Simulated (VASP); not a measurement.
Set up this calculation in VASP 6.6.1, as the native input.

```yaml
Task: single point
Functional: PBE
Potentials_or_basis: VASP PAW PBE potentials, release 64 (Hf_pv, N)
Cutoff: 520 eV
k_mesh: 9 × 9 × 9
Occupations: fermi-dirac, width 0.05 eV
Spin: no spin polarisation
Dipole_correction: no
Further_INCAR_settings: ALGO = Normal; EDIFF = 1e-06; NBANDS = 14
```

The structure of HfN lies in POSCAR:

```
HfN
1.0
    0.0000000000      2.4578222972      2.4578222972
    2.4578222972      0.0000000000      2.4578222972
    2.4578222972      2.4578222972      0.0000000000
Hf N
1 1
Direct
    0.0000000000      0.0000000000      0.0000000000
    0.2500000000      0.2500000000      0.2500000000
```

One way to write it, as run:

INCAR

```
  ALGO = Normal
  EDIFF = 1E-6
  ENCUT = 520
  GGA = PE
  ISIF = 2
  ISMEAR = -1
  LASPH = True
  LCHARG = False
  LREAL = False
  LWAVE = False
  NBANDS = 14
  NELM = 60
  PREC = Accurate
  SIGMA = 0.05
```

KPOINTS

```
k-points
0
Gamma
  9 9 9
```

Potentials or basis: VASP PAW PBE potentials, release 64 (Hf_pv, N).

Launch:

```bash
$ cat potpaw_PBE.64/Hf_pv/POTCAR potpaw_PBE.64/N/POTCAR > POTCAR
$ mpirun -np 1 vasp_std > vasp.out
```

Results of the run:

| Property | Result |
| --- | --- |
| Pressure | -1.0 GPa |

Wall time 9.3 s on 1 thread of Intel(R) Xeon(R) 6975P-C (Granite Rapids), with other jobs on the host, peak memory 0.16 GiB.
